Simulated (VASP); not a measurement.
A run of VASP 6.6.1 is set up as follows.

Contents of INCAR:

```
PREC = Accurate ; ENCUT = 500
EDIFF = 1E-6 ; ISMEAR = 0
SIGMA = 0.2 ; LREAL = False
LASPH = True ; NELM = 120
ALGO = Normal ; ISIF = 2
LWAVE = False ; LCHARG = True
GGA = PE ; LELF = True
LVHAR = True ; NBANDS = 21
GGA_COMPAT = False
```

The input KPOINTS:

```
Automatic mesh
0
Gamma
  6 6 6
```

Contents of POSCAR:

```
GeW
1.0
    2.2166505326      1.2797837817      1.8141174001
   -2.2166505326      1.2797837817      1.8141174001
    0.0000000000     -2.5595675634      1.8141174001
Ge W
1 1
Direct
    0.5000000000      0.5000000000      0.5000000000
    0.0000000000      0.0000000000      0.0000000000
```

Potentials or basis: VASP PAW PBE potentials, release 64 (Ge_d, W_sv).

Launch:

```sh
$ cat potpaw_PBE.64/Ge_d/POTCAR potpaw_PBE.64/W_sv/POTCAR > POTCAR
$ mpirun -np 1 vasp_std > vasp.out
```

Q: Predict the pressure.

A: 0.2 GPa.

Q: What does it give for the band gap on the k mesh?

A: Zero (bands 14 and 15 overlap by 3.92 eV).

Stress tensor (GPa, compression positive):
```
0.33 0.00 0.00
0.00 0.33 0.00
0.00 0.00 0.08
```

Caveat: spin-orbit coupling is left out, which moves the levels of the heavy elements.
